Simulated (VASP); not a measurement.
Here is a VASP 6.6.1 calculation.

The input INCAR:

```
SYSTEM = Co
PREC     = Accurate       ! precision mode
ENCUT    = 520            ! plane-wave cutoff, eV
EDIFF    = 1E-6           ! SCF threshold, eV
ISMEAR   = 0              ! smearing method
SIGMA    = 0.15           ! smearing width, eV
LREAL    = .False.        ! projectors in reciprocal space
LASPH    = .True.         ! aspherical terms in the spheres
NELM     = 150            ! most SCF steps
ALGO     = Fast           ! electronic algorithm
ISIF     = 2              ! what is computed and relaxed
LWAVE    = .False.        ! write WAVECAR
LCHARG   = .True.         ! write CHGCAR
ISPIN    = 2              ! spin polarisation
MAGMOM   = 1.1 1.1        ! initial moments
LORBIT   = 11             ! projections on sites
NUPDOWN  = 2.2            ! fixed moment
LMAXMIX  = 4              ! l up to which the mixer works
GGA      = PE             ! functional
LELF     = .True.         ! ELF
LVHAR    = .True.       
NBANDS   = 20             ! bands
```

The input KPOINTS:

```
regular mesh
0
Gamma
  24 24 12
  0 0 0
```

The input POSCAR:

```
Co
1.0
    2.5607048027      0.0000000000      0.0000000000
   -1.2803524014      2.2176354108      0.0000000000
    0.0000000000      0.0000000000      4.1414337872
Co
2
Direct
    0.6666666667      0.3333333333      0.2500000000
    0.3333333333      0.6666666667      0.7500000000
```

Potentials or basis: VASP PAW PBE potentials, release 64 (Co).

Command:

```sh
$ cat potpaw_PBE.64/Co/POTCAR > POTCAR
$ mpirun -np 1 vasp_std > vasp.out
```

Problem. Estimate the pressure.

Solution. -20.0 GPa.

Stress tensor (GPa, compression positive):
```
-19.46   0.00   0.00
  0.00 -19.46   0.00
  0.00   0.00 -21.07
```

Caveat: the total moment is fixed, so each spin has its own Fermi level.
